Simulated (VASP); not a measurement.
**HfN2: single point with PBE**

HfN2:

```xyz
3
Lattice="0.0000 2.5447 2.5447 2.5447 0.0000 2.5447 2.5447 2.5447 0.0000" Properties=species:S:1:pos:R:3 pbc="T T T"
Hf    0.0000    0.0000    0.0000
N     1.2724    1.2724    1.2724
N     3.8171    3.8171    3.8171
```

| Quantity | Value |
| --- | --- |
| Program | VASP 6.6.1 |
| Task | single point |
| Functional | PBE |
| Potentials or basis | VASP PAW PBE potentials, release 64 (Hf_pv, N) |
| Cutoff | 520 eV |
| k mesh | 6 × 6 × 6 |
| Occupations | gaussian, width 0.1 eV |
| Spin | no spin polarisation |
| Dipole correction | no |
| Further INCAR settings | ALGO = Normal; EDIFF = 1e-06; NBANDS = 17 |

The pressure is 12.3 GPa and the band gap on the k mesh is zero (bands 10 and 11 overlap by 1.64 eV).

Levels at points of the mesh, in eV from the Fermi level:
```
           k point  band 7  band 8  band 9  band 10  band 11  band 12  band 13  band 14
(0.00, 0.00, 0.00)   -5.05   -5.05    0.71     0.71     0.71     3.65     3.65     8.12
(0.50, 0.00, 0.00)   -3.93   -2.03   -1.78    -0.89    -0.89     4.53     4.53     7.96
(0.50, 0.50, 0.00)   -2.89   -2.89   -0.56    -0.56     1.57     3.79     5.46     8.01
```

Run time: 16 s on 1 thread of Intel Xeon 8259CL (shared host), peak memory 0.16 GiB.

Caveat: the cell stands under pressure; spin-orbit coupling is left out, which moves the levels of the heavy elements.
